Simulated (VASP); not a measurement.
# Al (I4/mmm) in VASP: notebook

Al is run at these levels: LDA; tasks: single point.

All numbers are computed with VASP 6.6.1; they aren't measurements. Logs are shortened: lines on timing, memory, paths and dates and some standing lists are left out, and cuts for length are marked.

### 1 The cell of the first run

The structure is tetragonal, space group I4/mmm (No. 139). Conventional cell: a = 3.439 Å, b = 3.439 Å, c = 2.962 Å, α = 90.00°, β = 90.00°, γ = 90.00°. Al (site symmetry 4/mmm) has 14 Al at 2.85 to 3.44 Å within 3.8 Å.

### 2 Single point, LDA (volume 17.515 Å^3 an atom, c/a of the conventional cell 0.8612)

INCAR

```
SYSTEM = Al
PREC = Accurate
ENCUT = 520
EDIFF = 1E-6
ISMEAR = 0
SIGMA = 0.15
LREAL = .FALSE.
LASPH = .TRUE.
NELM = 60
ALGO = Fast
ISIF = 2
LWAVE = .FALSE.
LCHARG = .FALSE.
GGA = CA
NBANDS = 8
```

KPOINTS

```
Automatic mesh
0
G
  22 22 22
  0 0 0
```

POSCAR

```
Al
1.0
   -1.7195522486      1.7195522486      1.4808783965
    1.7195522486     -1.7195522486      1.4808783965
    1.7195522486      1.7195522486     -1.4808783965
Al
1
Direct
    0.0000000000      0.0000000000      0.0000000000
```

Potentials or basis: VASP PAW LDA potentials, release 64 (Al).

The run is started by

```
$ cat potpaw_LDA.64/Al/POTCAR > POTCAR
$ mpirun -np 1 vasp_std > vasp.out
```

OUTCAR:

```text
SYSTEM = Al
   PREC = Accurate
   ENCUT = 520
   EDIFF = 1E-6
   ISMEAR = 0
   LREAL = .FALSE.
   LASPH = .TRUE.
   NELM = 60
   ISIF = 2
   GGA = CA

 ion  position               nearest neighbor table
   1  0.000  0.000  0.000-

  LATTYP: Found a body centered tetragonal cell.
 ALAT       =     3.4391044972
 C/A-ratio  =     0.8612000000

  Lattice vectors:

 A1 = (  -1.7195522486,   1.7195522486,   1.4808783965)
 A2 = (   1.7195522486,  -1.7195522486,   1.4808783965)
 A3 = (   1.7195522486,   1.7195522486,  -1.4808783965)

Analysis of symmetry for initial positions (statically):
=====================================================================
 Subroutine PRICEL returns:
 Original cell was already a primitive cell.

 Routine SETGRP: Setting up the symmetry group for a
 body centered tetragonal supercell.

 Subroutine GETGRP returns: Found 16 space group operations
 (whereof 16 operations were pure point group operations)
 out of a pool of 16 trial point group operations.

The static configuration has the point symmetry D_4h.

Analysis of symmetry for dynamics (positions and initial velocities):
=====================================================================
 Subroutine PRICEL returns:
 Original cell was already a primitive cell.

 Routine SETGRP: Setting up the symmetry group for a
 body centered tetragonal supercell.

 Subroutine GETGRP returns: Found 16 space group operations
 (whereof 16 operations were pure point group operations)
 out of a pool of 16 trial point group operations.

The dynamic configuration has the point symmetry D_4h.

 Subroutine INISYM returns: Found 16 space group operations
 (whereof 16 operations are pure point group operations),
 and found     1 'primitive' translations

----------------------------------------------------------------------------------------

                                     Primitive cell

  volume of cell :      17.5150

  direct lattice vectors                    reciprocal lattice vectors
    -1.719552249  1.719552249  1.480878397     0.000000000  0.290773369  0.337637446
     1.719552249 -1.719552249  1.480878397     0.290773369  0.000000000  0.337637446
     1.719552249  1.719552249 -1.480878397     0.290773369  0.290773369  0.000000000

  length of vectors
     2.847230355  2.847230355  2.847230355     0.445587474  0.445587474  0.411215642

  position of ions in fractional coordinates (direct lattice)
     0.000000000  0.000000000  0.000000000

  ion indices of the primitive-cell ions
   primitive index   ion index
                 1           1

----------------------------------------------------------------------------------------

 KPOINTS: Automatic mesh

Automatic generation of k-mesh.
 Grid dimensions read from file:
 generate k-points for:   22   22   22

 Generating k-lattice:

  Cartesian coordinates                     Fractional coordinates (reciprocal lattice)
     0.000000000  0.013216971  0.015347157     0.045454545  0.000000000  0.000000000
     0.013216971  0.000000000  0.015347157     0.000000000  0.045454545  0.000000000
     0.013216971  0.013216971  0.000000000     0.000000000  0.000000000  0.045454545

  Length of vectors
     0.020253976  0.020253976  0.018691620

  Shift w.r.t. Gamma in fractional coordinates (k-lattice)
     0.000000000  0.000000000  0.000000000

 Subroutine IBZKPT returns following result:
 ===========================================

 Found    834 irreducible k-points:

 Following reciprocal coordinates:
            Coordinates               Weight
  0.000000  0.000000  0.000000      1.000000
  0.045455 -0.000000  0.000000      8.000000
  0.090909 -0.000000  0.000000      8.000000
  0.136364  0.000000  0.000000      8.000000
  0.181818  0.000000  0.000000      8.000000
  0.227273 -0.000000  0.000000      8.000000
[... 16 lines left out ...]
  0.500000  0.045455  0.000000     16.000000
 -0.454545  0.045455 -0.000000     16.000000
 [... further k-points ...]
   k-points           NKPTS =    834   k-points in BZ     NKDIM =    834   number of bands    NBANDS=      8
   number of dos      NEDOS =    301   number of ions     NIONS =      1
   total plane-waves  NPLWV =  13824
   dimension x,y,z NGX =    24 NGY =   24 NGZ =   24
   dimension x,y,z NGXF=    48 NGYF=   48 NGZF=   48
   ions per type =               1
   NGX,Y,Z   is equivalent  to a cutoff of  14.01, 14.01, 14.01 a.u.
   NGXF,Y,Z  is equivalent  to a cutoff of  28.03, 28.03, 28.03 a.u.
 SYSTEM =  Al
   PREC   = accura    normal or accurate (medium, high low for compatibility)
   ISTART =      0    job   : 0-new  1-cont  2-samecut
   ICHARG =      2    charge: 1-file 2-atom 10-const
   ISPIN  =      1    spin polarized calculation?
   LNONCOLLINEAR =      F non collinear calculations
   LSORBIT =      F    spin-orbit coupling
   LASPH  =      T    aspherical Exc in radial PAW
   ENCUT  =  520.0 eV  38.22 Ry    6.18 a.u.   5.29  5.29  5.29*2*pi/ulx,y,z
   NELM   =     60;   NELMIN=  2; NELMDL= -5     # of ELM steps
   EDIFF  = 0.1E-05   stopping-criterion for ELM
   LREAL  =      F    real-space projection
   EDIFFG = 0.1E-04   stopping-criterion for IOM
   NSW    =      0    number of steps for IOM
   IBRION =     -1    ionic relax: 0-MD 1-quasi-New 2-CG
   NFREE  =      0    steps in history (QN), initial steepest desc. (CG)
   ISIF   =      2    stress and relaxation
   ISYM   =      2    0-nonsym 1-usesym 2-fastsym
   POTIM  = 0.5000    time-step for ionic-motion
   TEBEG  =    0.0;   TEEND  =   0.0 temperature during run
   PSTRESS=    0.0 pullay stress
   NELECT =       3.0000    total number of electrons
   NUPDOWN=      -1.0000    fix difference up-down
   EMIN   =  10.00;   EMAX   =-10.00  energy-range for DOS
   EFERMI =   0.00;   METHOD = LEGACY
   ISMEAR =     0;   SIGMA  =   0.15  broadening in eV -4-tet -1-fermi 0-gaus
   EFERMI_NEDOS =   21; number of points for ismear=-14 and -15
   IALGO  =     68    algorithm
   IMIX   =      4    mixing-type and parameters
     AMIX     =   0.40;   BMIX     =  1.00
     AMIX_MAG =   1.60;   BMIX_MAG =  1.00
  volume/ion in A,a.u.               =      17.52       118.20
  Fermi-wavevector in a.u.,A,eV,Ry     =   0.909170  1.718083 11.246446  0.826590
  Thomas-Fermi vector in A             =   2.033183
   LORBIT       =      0    0 simple, 1 ext, 2 COOP (PROOUT), +10 PAW based schemes
   GGA     = CA    functional components
   LHFCALC =     F    Hartree Fock is set to
   AEXX    =    0.0000 exact exchange contribution
   IVDW    =     0    specifies the selected vdW correction
   LEPSILON=     F    determine dielectric tensor
   LRPA    =     F    only Hartree local field effects (RPA)
 non-spin polarized calculation
 RMM-DIIS sequential band-by-band and
 Gauss-broadening in eV      SIGMA  =   0.15
  energy-cutoff  :      520.00
  volume of cell :       17.52
 maximum number of plane-waves:       491
 NGX is ok and might be reduce to    24
   NGX = 11   NGY = 11   NGZ = 11

 number of electron       3.0000000 magnetization

 Free energy of the ion-electron system (eV)
  ---------------------------------------------------
  ext. energy  EPLUGINS =         0.00000000
  ---------------------------------------------------
  free energy    TOTEN  =        -4.09051922 eV

  energy without entropy =       -4.08519438  energy(sigma->0) =       -4.08785680

 E-fermi :   7.1600     XC(G=0): -10.1237

 val. band max:        7.1486816252   @ k =   0.2727   0.2727   0.0000
 cond. band min:       7.1600652754   @ k =  -0.1818   0.4545   0.1364
 fundamental gap:      0.0113836502
 Fermi energy:         7.1599822779

 k-point     1 :       0.0000    0.0000    0.0000
  band No.  band energies     occupation
      1      -3.5123      2.00000
      2      17.9741      0.00000
      3      19.5620      0.00000
      4      19.5620      0.00000
      5      20.9596      0.00000
      6      21.5185      0.00000
      7      21.5185      0.00000
      8      22.0602      0.00000

 k-point     2 :       0.0455   -0.0000    0.0000
  band No.  band energies     occupation
      1      -3.4518      2.00000
      2      17.5709      0.00000
      3      19.2377      0.00000
      4      19.9272      0.00000
      5      20.3269      0.00000
      6      21.2818      0.00000
      7      21.4796      0.00000
      8      22.4263      0.00000

 k-point     3 :       0.0909   -0.0000    0.0000
  band No.  band energies     occupation
      1      -3.2701      2.00000
      2      16.8757      0.00000
      3      18.6150      0.00000
      4      18.7192      0.00000
      5      19.8421      0.00000
      6      21.5449      0.00000
      7      21.7169      0.00000
      8      22.7582      0.00000

 k-point     4 :       0.1364    0.0000    0.0000
  band No.  band energies     occupation
      1      -2.9679      2.00000
      2      16.1993      0.00000
      3      16.8500      0.00000
      4      18.0148      0.00000
      5      19.0295      0.00000
      6      21.2829      0.00000
      7      22.6167      0.00000
      8      23.4069      0.00000

 k-point     5 :       0.1818    0.0000    0.0000
  band No.  band energies     occupation
      1      -2.5458      2.00000
      2      14.9612      0.00000
      3      15.6013      0.00000
      4      17.4413      0.00000
      5      18.1414      0.00000
      6      20.5865      0.00000
      7      23.7359      0.00000
      8      23.9164      0.00000
[... 177 lines left out ...]
 k-point    22 :       0.4545    0.0455    0.0000
  band No.  band energies     occupation
      1       3.1095      2.00000
      2       4.3157      2.00000
      3      13.3880      0.00000
      4      14.3698      0.00000
      5      16.1535      0.00000
      6      17.9946      0.00000
      7      25.4321      0.00000
      8      28.9923      0.00000

 k-point    23 :       0.5000    0.0455    0.0000
  band No.  band energies     occupation
      1       2.9422      2.00000
      2       4.4986      2.00000
      3      13.2199      0.00000
      4      14.5394      0.00000
      5      16.0705      0.00000
      6      18.1115      0.00000
      7      25.9979      0.00000
      8      28.4473      0.00000

 k-point    24 :      -0.4545    0.0455   -0.0000
  band No.  band energies     occupation
      1       1.8107      2.00000
      2       5.8578      2.00000
      3      13.1588      0.00000
      4      14.8050      0.00000
      5      16.0851      0.00000
      6      18.3517      0.00000
      7      26.2475      0.00000
      8      28.3960      0.00000

 [... further k-points ...]
[... 5 lines left out ...]
  --------------------------------------------------------------------------------------
  -------------------------------------------------------------------------------------
  Total       -0.4645495     -0.4645495     -0.6801348      0.0000000      0.0000000      0.0000000
  in kB      -42.4944755    -42.4944755    -62.2150503      0.0000000      0.0000000      0.0000000
  external PRESSURE =     -49.0680004 kB  Pullay stress =       0.0000000 kB

 VOLUME and BASIS-vectors are now :
 -----------------------------------------------------------------------------
  energy-cutoff  :      520.00
  volume of cell :       17.52
      direct lattice vectors                 reciprocal lattice vectors
    -1.719552249  1.719552249  1.480878397     0.000000000  0.290773369  0.337637446
     1.719552249 -1.719552249  1.480878397     0.290773369  0.000000000  0.337637446
     1.719552249  1.719552249 -1.480878397     0.290773369  0.290773369  0.000000000

 POSITION                                       TOTAL-FORCE (eV/Angst)
 -----------------------------------------------------------------------------------
      0.00000      0.00000      0.00000         0.000000      0.000000      0.000000
 -----------------------------------------------------------------------------------
    total drift:                               -0.000000     -0.000000     -0.000000

  FREE ENERGIE OF THE ION-ELECTRON SYSTEM (eV)
  ---------------------------------------------------
  free  energy   TOTEN  =        -4.0905192214 eV

  energy  without entropy=       -4.0851943840  energy(sigma->0) =       -4.08785680
```

Wall time 72 s (1 thread of AMD EPYC 9R45 (Zen 5), shared host); peak memory 0.17 GiB.

What came out:

| Property | Result |
| --- | --- |
| Free energy | -4.0905 eV |
| Pressure | -4.9 GPa |

Levels at points of the mesh, in eV from the Fermi level:
```csv
k point,band 1,band 2,band 3,band 4,band 5,band 6
"(0.00, 0.00, 0.00)",-10.67,10.81,12.40,12.40,13.80,14.36
"(0.50, 0.00, 0.00)",-3.76,-3.23,6.94,7.32,8.45,10.40
"(0.50, 0.50, 0.00)",-4.68,-4.44,9.74,10.50,11.94,12.03
"(0.50, 0.50, 0.50)",0.55,0.55,2.08,2.47,4.71,6.75
```

### 3 Single point, LDA (volume 17.515 Å^3 an atom, c/a of the conventional cell 0.9280)

INCAR

```
SYSTEM = Al
PREC = Accurate
ENCUT = 520
EDIFF = 1E-7
ISMEAR = 0
SIGMA = 0.15
LREAL = .False.
LASPH = .True.
NELM = 100
ALGO = Normal
ISIF = 2
LWAVE = .False.
LCHARG = .False.
GGA = CA
NBANDS = 8
```

KPOINTS

```
regular mesh
0
Gamma
  22 22 22
  0 0 0
```

POSCAR

```
Al
1.0
   -1.6772612932      1.6772612932      1.5564984800
    1.6772612932     -1.6772612932      1.5564984800
    1.6772612932      1.6772612932     -1.5564984800
Al
1
Direct
    0.0000000000      0.0000000000      0.0000000000
```

Potentials or basis: VASP PAW LDA potentials, release 64 (Al).

The run is started by

```
$ cat potpaw_LDA.64/Al/POTCAR > POTCAR
$ mpirun -np 1 vasp_std > vasp.out
```

Wall time 53 s (1 thread of AMD EPYC 9R45 (Zen 5), shared host); peak memory 0.17 GiB.

It converged, with:

* Free energy: -4.0786 eV
* Pressure: -4.9 GPa

Stress tensor (GPa, compression positive):
```
-4.28  0.00  0.00
 0.00 -4.28  0.00
 0.00  0.00 -6.14
```

Levels at points of the mesh, in eV from the Fermi level:
```csv
k point,band 1,band 2,band 3,band 4,band 5
"(0.00, 0.00, 0.00)",-10.67,11.81,13.18,13.18,13.51
"(0.50, 0.00, 0.00)",-3.91,-3.54,7.23,7.71,8.97
"(0.50, 0.50, 0.00)",-4.25,-4.24,8.58,9.24,10.73
"(0.50, 0.50, 0.50)",1.14,1.14,2.80,2.89,3.15
```
